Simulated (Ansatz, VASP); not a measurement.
Two plane-wave programs on Li3S2

```
Li S
1.0
     3.79568    2.19144    2.02621
    -3.79568    2.19144    2.02621
     0.00000   -4.38287    2.02621
Li S
3 2
Direct
  0.00000 0.50000 0.00000
  0.00000 0.00000 0.50000
  0.50000 0.00000 0.00000
  0.73672 0.73672 0.73672
  0.26328 0.26328 0.26328
```

Change from the starting cell: species swapped into the Br2Cl3 type (R-3m, No. 166).

Alike in both runs: functional PBE; k mesh 12 × 12 × 12; occupations gaussian, width 0.1 eV; no spin polarisation.

Ansatz relaxed the structure, and its values are those at the end. VASP's run is a single point on that final structure, the one shown.

```csv
,VASP,Ansatz
version,VASP 6.6.1,Ansatz 0.2.0
potentials or method,"VASP PAW PBE potentials, release 64 (Li_sv, S), cutoff 520 eV","scalar-relativistic, plane waves, PAW"
valence electrons in the cell,21,21
```

```csv
,VASP,Ansatz,Ansatz less VASP
gap on the k mesh at the Fermi level (eV),none,none,-
rms of the force components (eV/Å),0.004,0.001,-0.0031
```

A gap of «none» marks a metal or a gap that the smearing closes. With one functional, cell and mesh, what is left measures potentials, basis and numerics.

Noted on VASP's run: the cutoff is under 1.25 times that of the potentials, so the pressure is a little rough.
